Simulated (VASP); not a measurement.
Input of a VASP 6.6.1 run:

INCAR

```
SYSTEM = MgO
PREC     = Accurate       ! precision mode
ENCUT    = 520            ! plane-wave cutoff, eV
EDIFF    = 1E-7           ! SCF threshold, eV
ISMEAR   = 0              ! smearing method
SIGMA    = 0.05           ! smearing width, eV
LREAL    = .FALSE.        ! projectors in reciprocal space
LASPH    = .TRUE.         ! aspherical terms in the spheres
NELM     = 100            ! most SCF steps
ALGO     = Normal         ! electronic algorithm
ISIF     = 2              ! what is computed and relaxed
LWAVE    = .FALSE.        ! write WAVECAR
LCHARG   = .FALSE.        ! write CHGCAR
GGA      = PS             ! functional
NBANDS   = 16             ! bands
```

File KPOINTS:

```
Automatic mesh
0
G
  9 9 6
  0 0 0
```

POSCAR

```
MgO
1.0
    3.6588259190      0.0000000000      0.0000000000
   -1.8294129595      3.1686361938      0.0000000000
    0.0000000000      0.0000000000      4.1330097581
Mg O
2 2
Direct
    0.6666666667      0.3333333333      0.7500000000
    0.3333333333      0.6666666667      0.2500000000
    0.6666666667      0.3333333333      0.2500000000
    0.3333333333      0.6666666667      0.7500000000
```

Potentials or basis: VASP PAW PBE potentials, release 64 (Mg, O).

Launch:

```console
$ cat potpaw_PBE.64/Mg/POTCAR potpaw_PBE.64/O/POTCAR > POTCAR
$ mpirun -np 1 vasp_std > vasp.out
```

Q: What does it give for the pressure?

A: -7.9 GPa.

Q: What does it give for the band gap on the k mesh?

A: 3.00 eV, direct.

Stress tensor (GPa, compression positive):
```
-10.26   0.00   0.00
  0.00 -10.26   0.00
  0.00   0.00  -3.28
```

Caveat: the PAW data sets were made with another functional, which shifts forces and pressure a little.
